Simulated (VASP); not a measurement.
# Tl4Br (Im-3m) in VASP: notebook, part 2 of 2

VASP 6.6.1. Earlier steps stand in the parts before.

## (3) Single point, PBE

This run uses another cell than the first one, of 39.57 Å³/atom, 1.200 times its volume.

File INCAR:

```
SYSTEM = Tl4Br
PREC = Accurate
ENCUT = 520
EDIFF = 1E-6
ISMEAR = 0
SIGMA = 0.1
LREAL = .False.
LASPH = .True.
NELM = 80
ALGO = Normal
ISIF = 2
LWAVE = .False.
LCHARG = .False.
GGA = PE
NBANDS = 38
```

File KPOINTS:

```
regular mesh
0
Gamma
  4 4 4
  0 0 0
```

File POSCAR:

```
Tl4Br
1.0
   -3.6706483411      3.6706483411      3.6706483411
    3.6706483411     -3.6706483411      3.6706483411
    3.6706483411      3.6706483411     -3.6706483411
Tl Br
4 1
Direct
    0.0000000000      0.0000000000      0.5000000000
    0.5000000000      0.0000000000      0.0000000000
    0.0000000000      0.5000000000      0.0000000000
    0.5000000000      0.5000000000      0.5000000000
    0.0000000000      0.0000000000      0.0000000000
```

Potentials or basis: VASP PAW PBE potentials, release 64 (Tl_d, Br).

Command:

```bash
$ cat potpaw_PBE.64/Tl_d/POTCAR potpaw_PBE.64/Br/POTCAR > POTCAR
$ mpirun -np 1 vasp_std > vasp.out
```

OUTCAR:

```text
SYSTEM = Tl4Br
   PREC = Accurate
   ENCUT = 520
   EDIFF = 1E-6
   ISMEAR = 0
   LREAL = .False.
   LASPH = .True.
   NELM = 80
   ISIF = 2
   GGA = PE

 ion  position               nearest neighbor table
   1  0.000  0.000  0.500-   5 3.18   5 3.18   4 3.67   2 3.67   3 3.67   3 3.67   2 3.67   4 3.67

   2  0.500  0.000  0.000-   5 3.18   5 3.18   4 3.67   1 3.67   4 3.67   3 3.67   1 3.67   3 3.67

   3  0.000  0.500  0.000-   5 3.18   5 3.18   4 3.67   1 3.67   2 3.67   1 3.67   4 3.67   2 3.67

   4  0.500  0.500  0.500-   5 3.18   5 3.18   3 3.67   1 3.67   2 3.67   3 3.67   1 3.67   2 3.67

   5  0.000  0.000  0.000-   1 3.18   2 3.18   3 3.18   4 3.18   1 3.18   3 3.18   2 3.18   4 3.18

  LATTYP: Found a body centered cubic cell.
 ALAT       =     7.3412966822

  Lattice vectors:

 A1 = (  -3.6706483411,   3.6706483411,   3.6706483411)
 A2 = (   3.6706483411,  -3.6706483411,   3.6706483411)
 A3 = (   3.6706483411,   3.6706483411,  -3.6706483411)

Analysis of symmetry for initial positions (statically):
=====================================================================
 Subroutine PRICEL returns:
 Original cell was already a primitive cell.

 Routine SETGRP: Setting up the symmetry group for a
 body centered cubic supercell.

 Subroutine GETGRP returns: Found 48 space group operations
 (whereof 48 operations were pure point group operations)
 out of a pool of 48 trial point group operations.

The static configuration has the point symmetry O_h .

Analysis of symmetry for dynamics (positions and initial velocities):
=====================================================================
 Subroutine PRICEL returns:
 Original cell was already a primitive cell.

 Routine SETGRP: Setting up the symmetry group for a
 body centered cubic supercell.

 Subroutine GETGRP returns: Found 48 space group operations
 (whereof 48 operations were pure point group operations)
 out of a pool of 48 trial point group operations.

The dynamic configuration has the point symmetry O_h .

 Subroutine INISYM returns: Found 48 space group operations
 (whereof 48 operations are pure point group operations),
 and found     1 'primitive' translations

----------------------------------------------------------------------------------------

                                     Primitive cell

  volume of cell :     197.8283

  direct lattice vectors                    reciprocal lattice vectors
    -3.670648341  3.670648341  3.670648341     0.000000000  0.136215718  0.136215718
     3.670648341 -3.670648341  3.670648341     0.136215718  0.000000000  0.136215718
     3.670648341  3.670648341 -3.670648341     0.136215718  0.136215718  0.000000000

  length of vectors
     6.357749424  6.357749424  6.357749424     0.192638116  0.192638116  0.192638116

  position of ions in fractional coordinates (direct lattice)
     0.000000000  0.000000000  0.500000000
     0.500000000  0.000000000  0.000000000
     0.000000000  0.500000000  0.000000000
     0.500000000  0.500000000  0.500000000
     0.000000000  0.000000000  0.000000000

  ion indices of the primitive-cell ions
   primitive index   ion index
                 1           1
                 2           2
[... 26 lines left out ...]
 ===========================================

 Found      8 irreducible k-points:

 Following reciprocal coordinates:
            Coordinates               Weight
  0.000000  0.000000  0.000000      1.000000
  0.250000  0.000000  0.000000     12.000000
  0.500000  0.000000  0.000000      6.000000
  0.250000  0.250000  0.000000     24.000000
  0.250000  0.250000  0.250000      2.000000
 -0.250000  0.250000  0.250000      6.000000
  0.500000  0.500000  0.250000     12.000000
  0.500000  0.500000  0.500000      1.000000
   k-points           NKPTS =      8   k-points in BZ     NKDIM =      8   number of bands    NBANDS=     38
   number of dos      NEDOS =    301   number of ions     NIONS =      5
   total plane-waves  NPLWV = 110592
   dimension x,y,z NGX =    48 NGY =   48 NGZ =   48
   dimension x,y,z NGXF=    96 NGYF=   96 NGZF=   96
   ions per type =               4   1
   NGX,Y,Z   is equivalent  to a cutoff of  12.55, 12.55, 12.55 a.u.
   NGXF,Y,Z  is equivalent  to a cutoff of  25.10, 25.10, 25.10 a.u.
 SYSTEM =  Tl4Br
   PREC   = accura    normal or accurate (medium, high low for compatibility)
   ISTART =      0    job   : 0-new  1-cont  2-samecut
   ICHARG =      2    charge: 1-file 2-atom 10-const
   ISPIN  =      1    spin polarized calculation?
   LNONCOLLINEAR =      F non collinear calculations
   LSORBIT =      F    spin-orbit coupling
   LASPH  =      T    aspherical Exc in radial PAW
   ENCUT  =  520.0 eV  38.22 Ry    6.18 a.u.  11.82 11.82 11.82*2*pi/ulx,y,z
   NELM   =     80;   NELMIN=  2; NELMDL= -5     # of ELM steps
   EDIFF  = 0.1E-05   stopping-criterion for ELM
   LREAL  =      F    real-space projection
   EDIFFG = 0.1E-04   stopping-criterion for IOM
   NSW    =      0    number of steps for IOM
   IBRION =     -1    ionic relax: 0-MD 1-quasi-New 2-CG
   NFREE  =      0    steps in history (QN), initial steepest desc. (CG)
   ISIF   =      2    stress and relaxation
   ISYM   =      2    0-nonsym 1-usesym 2-fastsym
   POTIM  = 0.5000    time-step for ionic-motion
   TEBEG  =    0.0;   TEEND  =   0.0 temperature during run
   PSTRESS=    0.0 pullay stress
   NELECT =      59.0000    total number of electrons
   NUPDOWN=      -1.0000    fix difference up-down
   EMIN   =  10.00;   EMAX   =-10.00  energy-range for DOS
   EFERMI =   0.00;   METHOD = LEGACY
   ISMEAR =     0;   SIGMA  =   0.10  broadening in eV -4-tet -1-fermi 0-gaus
   EFERMI_NEDOS =   21; number of points for ismear=-14 and -15
   IALGO  =     38    algorithm
   IMIX   =      4    mixing-type and parameters
     AMIX     =   0.40;   BMIX     =  1.00
     AMIX_MAG =   1.60;   BMIX_MAG =  1.00
  volume/ion in A,a.u.               =      39.57       267.00
  Fermi-wavevector in a.u.,A,eV,Ry     =   1.093779  2.066942 16.277350  1.196351
  Thomas-Fermi vector in A             =   2.230070
   LORBIT       =      0    0 simple, 1 ext, 2 COOP (PROOUT), +10 PAW based schemes
   GGA     = PE    functional components
   LHFCALC =     F    Hartree Fock is set to
   AEXX    =    0.0000 exact exchange contribution
   IVDW    =     0    specifies the selected vdW correction
   LEPSILON=     F    determine dielectric tensor
   LRPA    =     F    only Hartree local field effects (RPA)
 non-spin polarized calculation
 Gauss-broadening in eV      SIGMA  =   0.10
  energy-cutoff  :      520.00
  volume of cell :      197.83
 maximum number of plane-waves:      5425
   NGX = 23   NGY = 23   NGZ = 23

 number of electron      59.0000025 magnetization

 Free energy of the ion-electron system (eV)
  ---------------------------------------------------
  ext. energy  EPLUGINS =         0.00000000
  ---------------------------------------------------
  free energy    TOTEN  =       -10.91043467 eV

  energy without entropy =      -10.90322125  energy(sigma->0) =      -10.90682796

 E-fermi :   3.4838     XC(G=0):  -8.2931

 val. band max:        3.3724965590   @ k =   0.2500   0.0000   0.0000
 cond. band min:       3.5581187916   @ k =   0.5000   0.0000   0.0000
 fundamental gap:      0.1856222326
 Fermi energy:         3.4837885542

 k-point     1 :       0.0000    0.0000    0.0000
  band No.  band energies     occupation
      1     -12.8077      2.00000
      2      -8.3871      2.00000
      3      -8.3871      2.00000
      4      -8.2532      2.00000
      5      -8.2532      2.00000
      6      -8.2532      2.00000
[... 317 lines left out ...]
     37       8.8766      0.00000
     38       9.7427      0.00000

------------------------ aborting loop because EDIFF is reached ----------------------------------------

  FORCE on cell =-STRESS in cart. coord.  units (eV):
  Direction    XX          YY          ZZ          XY          YZ          ZX
  --------------------------------------------------------------------------------------
  -------------------------------------------------------------------------------------
  Total        0.3181134      0.3181134      0.3181134     -0.0000000      0.0000000     -0.0000000
  in kB        2.5763461      2.5763461      2.5763461     -0.0000000      0.0000000     -0.0000000
  external PRESSURE =       2.5763461 kB  Pullay stress =       0.0000000 kB

 VOLUME and BASIS-vectors are now :
 -----------------------------------------------------------------------------
  energy-cutoff  :      520.00
  volume of cell :      197.83
      direct lattice vectors                 reciprocal lattice vectors
    -3.670648341  3.670648341  3.670648341     0.000000000  0.136215718  0.136215718
     3.670648341 -3.670648341  3.670648341     0.136215718  0.000000000  0.136215718
     3.670648341  3.670648341 -3.670648341     0.136215718  0.136215718  0.000000000

 POSITION                                       TOTAL-FORCE (eV/Angst)
 -----------------------------------------------------------------------------------
      1.83532      1.83532     -1.83532         0.000000      0.000000      0.000000
     -1.83532      1.83532      1.83532        -0.000000     -0.000000      0.000000
      1.83532     -1.83532      1.83532         0.000000     -0.000000     -0.000000
      1.83532      1.83532      1.83532        -0.000000      0.000000     -0.000000
      0.00000      0.00000      0.00000        -0.000000      0.000000     -0.000000
 -----------------------------------------------------------------------------------
    total drift:                                0.000000      0.000000     -0.000000

  FREE ENERGIE OF THE ION-ELECTRON SYSTEM (eV)
  ---------------------------------------------------
  free  energy   TOTEN  =       -10.9104346680 eV

  energy  without entropy=      -10.9032212536  energy(sigma->0) =      -10.90682796
```

stdout:

```text
POSCAR found type information on POSCAR TlBr
 POSCAR found :  2 types and       5 ions
 scaLAPACK will be used
 LDA part: xc-table for (Slater+PW92), standard interpolation
 POSCAR, INCAR and KPOINTS ok, starting setup
 FFT: planning ... GRIDC
 FFT: planning ... GRID_SOFT
 FFT: planning ... GRID
 WAVECAR not read
 entering main loop
```

Wall time 90 s (1 thread of Oxide Virtual Turin-like, shared host); peak memory 0.3 GiB.

What came out:

* Free energy: -10.9104 eV
* Pressure: 0.3 GPa

Levels at points of the mesh, in eV from the Fermi level:
```csv
k point,band 28,band 29,band 30,band 31,band 32,band 33
"(0.00, 0.00, 0.00)",-5.02,-0.21,-0.21,-0.21,2.03,2.03
"(0.50, 0.00, 0.00)",-2.79,-0.33,0.07,1.20,1.34,1.69
"(0.50, 0.50, 0.50)",-2.72,-1.89,-1.89,-0.23,0.87,0.87
```

Caveat: spin-orbit coupling is left out, which moves the levels of the heavy elements; an odd number of electrons without spin polarisation forces a metal; a magnetic or distorted state may lie lower.
